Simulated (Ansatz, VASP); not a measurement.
**One calculation of Al3Cu, two programs**

The input POSCAR:

```
Al3Cu
1.0
    2.7784054294      0.0000000000      0.0000000000
    0.0000000000      2.7784054294      0.0000000000
    0.0000000000      0.0000000000      7.5134034100
Al Cu
3 1
Direct
    0.0000000000      0.0000000000      0.5000000000
    0.5000000000      0.5000000000      0.2261155100
    0.5000000000      0.5000000000      0.7738844900
    0.0000000000      0.0000000000      0.0000000000
```

INCAR.step1

```
SYSTEM = Al3Cu
ALGO = Normal
EDIFF = 1E-4
ENCUT = 520
GGA = PE
ISMEAR = 0
LASPH = .TRUE.
LCHARG = .FALSE.
LREAL = .FALSE.
LWAVE = .TRUE.
NBANDS = 18
NELM = 60
PREC = Accurate
SIGMA = 0.1
```

The input INCAR.step2:

```
SYSTEM = Al3Cu
ALGO = Normal
EDIFF = 1E-6
ENCUT = 520
ISIF = 2
ISMEAR = 0
ISTART = 1
LASPH = .TRUE.
LCHARG = .FALSE.
LMIXTAU = .TRUE.
LREAL = .FALSE.
LWAVE = .FALSE.
METAGGA = R2SCAN
NBANDS = 18
NELM = 60
PREC = Accurate
SIGMA = 0.1
```

File KPOINTS:

```
k-points
0
G
  6 6 2
  0 0 0
```

Input for Ansatz:

```yaml
crystal:
  lattice:
    - [2.7784054294, 0.0, 0.0]
    - [0.0, 2.7784054294, 0.0]
    - [0.0, 0.0, 7.51340341]
  atoms:
    - { symbol: Al, position: [0.0, 0.0, 0.5] }
    - { symbol: Al, position: [0.5, 0.5, 0.22611551] }
    - { symbol: Al, position: [0.5, 0.5, 0.77388449] }
    - { symbol: Cu, position: [0.0, 0.0, 0.0] }
basis:
  ecutwfc: 500
kpoints:
  mp_grid: { grid: [6, 6, 2] }
hamiltonian:
  xc: r2scan
scf:
  occupations: { method: gaussian, width: 0.1 }
output:
  forces: true
  stress: true
  eigenvalues: true
```

Alike in both runs: task single point; functional r2SCAN; k mesh 6 × 6 × 2; occupations gaussian, width 0.1 eV; no spin polarisation.

|  | VASP | Ansatz |
| --- | --- | --- |
| version | VASP 6.6.1 | Ansatz 0.2.0 |
| potentials or method | VASP PAW PBE potentials, release 64 (Al, Cu), cutoff 520 eV | scalar-relativistic, plane waves, PAW |
| valence electrons in the cell | 20 | 28 |

|  | VASP | Ansatz | Ansatz less VASP |
| --- | --- | --- | --- |
| gap on the k mesh at the Fermi level (eV) | none | none | - |
| pressure (GPa) | -0.1 | 0.1 | +0.20 |
| traceless stress, the component that is largest in VASP (GPa) | -0.32 | -0.34 | -0.021 |
| rms of the force components (eV/Å) | 0.038 | 0.046 | +0.0077 |

VASP's potentials were made for PBE, not for r2SCAN. Atom by atom the forces differ by 0.008 eV/Å (rms over components). A gap of «none» marks a metal or a gap that the smearing closes. With one functional, cell and mesh, what is left measures potentials, basis and numerics. VASP's potentials hold 20 valence electrons a cell and Ansatz's 28, so a difference there can come from the potentials and not from the codes.

The k mesh is coarse, so the values compare programs but aren't converged.
